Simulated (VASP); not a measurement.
The system is B5Ru3.

```xyz
8
Lattice="2.9000 0.0000 0.0000 -1.4500 2.5115 0.0000 0.0000 0.0000 10.3000" Properties=species:S:1:pos:R:3 pbc="T T T"
B     0.0000    1.6743    6.6744
B     1.4500    0.8372    7.3542
B     0.0000    1.6743    3.6256
B     1.4500    0.8372    2.9458
B     1.4500    0.8372    0.0000
Ru    0.0000    1.6743    1.4214
Ru    0.0000    1.6743    8.8786
Ru    1.4500    0.8372    5.1500
```

```yaml
Program: VASP 6.6.1
Task: relaxation of cell and atoms
Functional: PBE
Potentials_or_basis: VASP PAW PBE potentials, release 64 (B, Ru_pv)
Cutoff: 600 eV
k_mesh: 6 × 6 × 2
Occupations: gaussian, width 0.2 eV
Spin: no spin polarisation
```

At the start: pressure -5.2 GPa; volume 9.38 Å³/atom.

Question: Where does the relaxation end?

Answer: Over 7 steps the energy falls by 23.8 meV/atom and the volume is 9.26 Å³/atom (-1.2 %); space group P-6m2 (No. 187, to 0.05 Å).

Step by step:
```
step  energy change (eV)  largest force (eV/Å)  pressure (GPa)  volume (Å³)
   1              0.0000                0.9018           -5.16        75.02
   2             -0.0653                0.7870           11.53        71.75
   3             -0.1337                0.6720            4.03        73.07
   4             -0.1855                0.3128           -1.21        74.42
   5             -0.1876                0.2623           -0.41        74.20
   6             -0.1896                0.1562            0.03        74.03
   7             -0.1905                0.0179           -0.14        74.09
```

Final structure:
```
CELL_PARAMETERS angstrom
2.91802 0.00000 0.00000
-1.45901 2.52708 0.00000
0.00000 0.00000 10.04731
ATOMIC_POSITIONS crystal
B 0.33333 0.66667 0.64288
B 0.66667 0.33333 0.71973
B 0.33333 0.66667 0.35712
B 0.66667 0.33333 0.28027
B 0.66667 0.33333 0.00000
Ru 0.33333 0.66667 0.14038
Ru 0.33333 0.66667 0.85962
Ru 0.66667 0.33333 0.50000
```

Caveat: the k points lie up to 0.41 Å⁻¹ apart in the final cell; the relaxation stopped at a loose force limit of 0.08 eV/Å, so its end isn't a converged minimum.
